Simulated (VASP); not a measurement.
## YbB2: single point with PBEsol

The system is YbB2.

```xyz
3
Lattice="3.2205 0.0000 0.0000 -1.6102 2.7890 0.0000 0.0000 0.0000 3.8170" Properties=species:S:1:pos:R:3 pbc="T T T"
Yb    0.0000    0.0000    0.0000
B     0.0000    1.8593    1.9085
B     1.6102    0.9297    1.9085
```

```
Program                : VASP 6.6.1
Task                   : single point
Functional             : PBEsol
Potentials or basis    : VASP PAW PBE potentials, release 64 (Yb, B)
Cutoff                 : 520 eV
k mesh                 : 14 × 14 × 10
Occupations            : gaussian, width 0.05 eV
Spin                   : no spin polarisation
Dipole correction      : no
Further INCAR settings : ALGO = Normal; EDIFF = 1e-07; NBANDS = 22
```

```yaml
Pressure: -2.5 GPa
Band_gap_on_the_k_mesh: zero (bands 15 and 16 overlap by 1.32 eV)
```

Levels at points of the mesh, in eV from the Fermi level:
```csv
k point,band 12,band 13,band 14,band 15,band 16,band 17,band 18,band 19
"(0.00, 0.00, 0.00)",-0.37,-0.34,-0.34,-0.31,0.08,6.55,6.55,6.62
"(0.50, 0.00, 0.00)",-0.35,-0.32,-0.25,0.04,0.08,3.67,5.86,6.96
"(0.00, 0.00, 0.50)",-0.29,-0.29,1.05,1.05,3.60,3.60,3.99,4.09
"(0.50, 0.00, 0.50)",-0.42,-0.36,-0.30,-0.26,-0.05,5.59,6.33,8.62
```

Run time: 2.5 min on 1 thread of Intel(R) Xeon(R) Platinum 8559C (Emerald Rapids), with other jobs on the host, peak memory 0.24 GiB.

Caveat: the PAW data sets were made with another functional, which shifts forces and pressure a little; spin-orbit coupling is left out, which moves the levels of the heavy elements. Spin polarisation is off, so any magnetic state and its effect on volume and gap are missing.
